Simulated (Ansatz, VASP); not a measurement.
**One calculation of Ga2PtF6, two programs**

```
Ga Pt F
1.0
     0.00000    3.95522    3.95522
     3.95522    0.00000    3.95522
     3.95522    3.95522    0.00000
Ga Pt F
2 1 6
Cartesian
  5.9328 5.9328 5.9328
  1.9776 1.9776 1.9776
  0.0000 0.0000 0.0000
  0.0000 1.9776 1.9776
  3.9552 1.9776 1.9776
  1.9776 0.0000 1.9776
  1.9776 3.9552 1.9776
  1.9776 1.9776 0.0000
  1.9776 1.9776 3.9552
```

Change from the starting cell: ordered vacancies on the A sites of perovskite (Fm-3m, No. 225).

Alike in both runs: functional PBE; k mesh 4 × 4 × 4; occupations gaussian, width 0.1 eV; no spin polarisation.

Ansatz relaxed the structure, and its values are those at the end. VASP's run is a single point on that final structure, the one shown.

```csv
,VASP,Ansatz
version,VASP 6.6.1,Ansatz 0.2.0
potentials or method,"VASP PAW PBE potentials, release 64 (Ga_d, Pt, F), cutoff 520 eV","scalar-relativistic, plane waves, PAW"
valence electrons in the cell,78,86
```

|  | VASP | Ansatz | Ansatz less VASP |
| --- | --- | --- | --- |
| gap on the k mesh at the Fermi level (eV) | none | none | - |
| pressure (GPa) | 0.4 | 0.0 | -0.40 |

A gap of «none» marks a metal or a gap that the smearing closes. The functional is the same, so the differences come from potentials, cutoffs and numerics. VASP's potentials hold 78 valence electrons a cell and Ansatz's 86, so a difference there can come from the potentials and not from the codes.

Spin-orbit coupling is off throughout.
